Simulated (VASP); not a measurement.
Here is a VASP 6.6.1 calculation.

The input POSCAR:

```
Ag
1.0
   -1.6342676484      1.6342676484      1.5525542660
    1.6342676484     -1.6342676484      1.5525542660
    1.6342676484      1.6342676484     -1.5525542660
Ag
1
Direct
    0.0000000000      0.0000000000      0.0000000000
```

Contents of INCAR.step1:

```
PREC = Accurate ; ENCUT = 520
ISMEAR = 0 ; SIGMA = 0.15
LREAL = F ; LASPH = T
NELM = 100 ; NBANDS = 12
GGA = PE ; ALGO = Normal
EDIFF = 1E-4 ; LWAVE = T
LCHARG = F
```

Contents of INCAR.step2:

```
PREC = Accurate ; ENCUT = 520
EDIFF = 1E-6 ; ISMEAR = 0
SIGMA = 0.15 ; LREAL = F
LASPH = T ; NELM = 100
ALGO = Normal ; ISIF = 2
LWAVE = F ; LCHARG = F
METAGGA = R2SCAN ; LMIXTAU = T
NBANDS = 12 ; ISTART = 1
```

KPOINTS

```
regular mesh
0
Gamma
  26 26 26
```

Potentials or basis: VASP PAW PBE potentials, release 64 (Ag).

Command:

```sh
$ cat potpaw_PBE.64/Ag/POTCAR > POTCAR
$ cp INCAR.step1 INCAR
$ mpirun -np 1 vasp_std > vasp.out
$ cp INCAR.step2 INCAR
$ mpirun -np 1 vasp_std > vasp.out
```

What does it give for the band gap on the k mesh?

Zero (an odd number of electrons rules out a gap without spin polarisation).

What does it give for the pressure?

5.9 GPa.

Stress tensor (GPa, compression positive):
```
6.06 0.00 0.00
0.00 6.06 0.00
0.00 0.00 5.62
```

Caveat: the cell differs from its parent crystal (strain +0.000 along x and y, -0.050 along z); the cell stands under pressure; the PAW data sets were made with another functional, which shifts forces and pressure a little.
